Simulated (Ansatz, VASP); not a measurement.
**One calculation of Cd, two programs**

INCAR

```
SYSTEM = Cd
PREC     = Accurate       ! precision mode
ENCUT    = 520            ! plane-wave cutoff, eV
EDIFF    = 1E-7           ! SCF threshold, eV
ISMEAR   = 0              ! smearing method
SIGMA    = 0.15           ! smearing width, eV
LREAL    = .FALSE.        ! projectors in reciprocal space
LASPH    = .TRUE.         ! aspherical terms in the spheres
NELM     = 100            ! most SCF steps
ALGO     = Fast           ! electronic algorithm
ISIF     = 2              ! what is computed and relaxed
LWAVE    = .FALSE.        ! write WAVECAR
LCHARG   = .FALSE.        ! write CHGCAR
GGA      = PE             ! functional
NBANDS   = 19             ! bands
```

KPOINTS

```
regular mesh
0
G
  18 18 8
  0 0 0
```

POSCAR

```
Cd
1.0
    2.8597176077      0.0000000000      0.0000000000
   -1.4298588039      2.4765880960      0.0000000000
    0.0000000000      0.0000000000      5.6176500000
Cd
2
Direct
    0.3333333333      0.6666666667      0.2500000000
    0.6666666667      0.3333333333      0.7500000000
```

Input for Ansatz:

```yaml
crystal:
  lattice:
    - [2.8597176077, 0.0, 0.0]
    - [-1.4298588039, 2.476588096, 0.0]
    - [0.0, 0.0, 5.61765]
  atoms:
    - { symbol: Cd, position: [0.3333333333, 0.6666666667, 0.25] }
    - { symbol: Cd, position: [0.6666666667, 0.3333333333, 0.75] }
basis:
  ecutwfc: 420
kpoints:
  mp_grid: { grid: [18, 18, 8] }
hamiltonian:
  xc: pbe
scf:
  occupations: { method: gaussian, width: 0.15 }
output:
  forces: true
  stress: true
  eigenvalues: true
```

Change from the starting cell: strain -0.0400 x Voigt [1, 1, 0, 0, 0, 0], atoms carried along.

Alike in both runs: task single point; functional PBE; k mesh 18 × 18 × 8; occupations gaussian, width 0.15 eV; no spin polarisation.

|  | VASP | Ansatz |
| --- | --- | --- |
| version | VASP 6.6.1 | Ansatz 0.2.0 |
| potentials or method | VASP PAW PBE potentials, release 64 (Cd), cutoff 520 eV | scalar-relativistic, plane waves, PAW |
| valence electrons in the cell | 24 | 40 |

Ansatz gave:

| Item | Value |
| --- | --- |
| gap on the k mesh at the Fermi level (eV) | none |
| pressure (GPa) | 10.4 |
| traceless stress, the component that is largest in VASP (GPa) | -4.45 |

**Question.** What did VASP give for the same quantities?

**Answer.** gap on the k mesh at the Fermi level (eV): none; pressure (GPa): 10.9; traceless stress, the component that is largest in VASP (GPa): -4.73.

A gap of «none» marks a metal or a gap that the smearing closes. VASP's potentials hold 24 valence electrons a cell and Ansatz's 40, so a difference there can come from the potentials and not from the codes.
